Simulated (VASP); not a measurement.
Here is a VASP 6.6.1 calculation.

The input INCAR:

```
SYSTEM = WS2
ALGO     = Normal         ! electronic algorithm
EDIFF    = 1E-6           ! SCF threshold, eV
ENCUT    = 520            ! plane-wave cutoff, eV
GGA      = PS             ! functional
ISIF     = 2              ! what is computed and relaxed
ISMEAR   = 0              ! smearing method
LASPH    = .True.         ! aspherical terms in the spheres
LCHARG   = .False.        ! write CHGCAR
LREAL    = .False.        ! projectors in reciprocal space
LWAVE    = .False.        ! write WAVECAR
NBANDS   = 35             ! bands
NELM     = 80             ! most SCF steps
PREC     = Accurate       ! precision mode
SIGMA    = 0.02           ! smearing width, eV
```

The input KPOINTS:

```
k-points
0
Gamma
  12 12 2
  0 0 0
```

Contents of POSCAR:

```
WS2
1.0
    3.2090053641      0.0000000000      0.0000000000
   -1.6045026821      2.7790801662      0.0000000000
    0.0000000000      0.0000000000     12.5521508416
W S
2 4
Direct
    0.3333333333      0.6666666667      0.2500000000
    0.6666666667      0.3333333333      0.7500000000
    0.3333333333      0.6666666667      0.6266015054
    0.6666666667      0.3333333333      0.1266015054
    0.3333333333      0.6666666667      0.8733984946
    0.6666666667      0.3333333333      0.3733984946
```

Potentials or basis: VASP PAW PBE potentials, release 64 (W_sv, S).

Launch:

```bash
$ cat potpaw_PBE.64/W_sv/POTCAR potpaw_PBE.64/S/POTCAR > POTCAR
$ mpirun -np 1 vasp_std > vasp.out
```

What does it give for the band gap on the k mesh?

0.96 eV, indirect (least direct gap 1.61 eV).

What does it give for the largest force?

0.059 eV/Å.

What does it give for the pressure?

-3.9 GPa.

Forces in eV/Å, atoms in the order of the input:
```
W    0.000  0.000  0.000
W    0.000  0.000  0.000
S    0.000  0.000  0.059
S    0.000  0.000  0.059
S    0.000  0.000 -0.059
S    0.000  0.000 -0.059
```

Caveat: the cell differs from its parent crystal (biaxial strain in the a-b plane: +2.0 %); the PAW data sets were made with another functional, which shifts forces and pressure a little; spin-orbit coupling is left out, which moves the levels of the heavy elements; this functional lacks dispersion, which binds the layers, so the pressure and a relaxed spacing across them are unreliable. A k mesh can miss the band edges.
